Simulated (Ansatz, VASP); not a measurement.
This is a calculation of Pd for VASP 6.6.1.

The input INCAR:

```
SYSTEM = Pd
ALGO = Normal ; EDIFF = 1E-6
EDIFFG = -0.005 ; ENCUT = 600
GGA = RE ; IBRION = 2
ISIF = 3 ; ISMEAR = -1
IVDW = 13 ; LASPH = .True.
LCHARG = .False. ; LREAL = .False.
LWAVE = .False. ; NELM = 80
NSW = 80 ; PREC = Accurate
SIGMA = 0.05
```

File KPOINTS:

```
k-points
0
Gamma
  12 12 12
  0 0 0
```

POSCAR

```
Pd
1.0
    0.0000000000      1.9465000000      1.9465000000
    1.9465000000      0.0000000000      1.9465000000
    1.9465000000      1.9465000000      0.0000000000
Pd
1
Direct
    0.0000000000      0.0000000000      0.0000000000
```

Potentials or basis: VASP PAW PBE potentials, release 64 (Pd).

Launch:

```sh
$ cat potpaw_PBE.64/Pd/POTCAR > POTCAR
$ mpirun -np 1 vasp_std > vasp.out
```

**Question.** Set up the same calculation for Ansatz 0.2.0. Potentials there: all-electron LAPW, scalar-relativistic.

**Answer.** As run (the cutoff follows the program's own potentials):

The input input.yaml:

```yaml
crystal:
  lattice:
    - [0.0, 1.9465, 1.9465]
    - [1.9465, 0.0, 1.9465]
    - [1.9465, 1.9465, 0.0]
  atoms:
    - { symbol: Pd, position: [0.0, 0.0, 0.0] }
kpoints:
  mp_grid: { grid: [12, 12, 12] }
scf:
  occupations: { method: fermi_dirac, width: 0.05 }
hamiltonian:
  xc: revpbe
  dispersion: d4
  pseudopotentials: { kind: all_electron, lapw: { basis_error: 0.001 } }
output:
  forces: true
  stress: true
relax:
  f_tol: 0.005
  max_steps: 60
  cell: {}
```

Potentials or basis: all-electron LAPW, scalar-relativistic.

Run with:

```sh
$ ansatz run input.yaml --threads 1 --pin off --max-ram 3072MiB --backend cpu --events-out ev --progress --plain --runs-dir out
```

Both were run:

|  | VASP | Ansatz | Ansatz less VASP |
| --- | --- | --- | --- |
| relaxed volume (Å³/atom) | 14.85 | 14.87 | +0.024 |
| relaxed cell length with the largest relative difference (Å) | 2.759 | 2.760 | +0.0015 |

VASP's potentials were made for PBE, not for revPBE. Ansatz ran all-electron here, and VASP with PAW potentials.
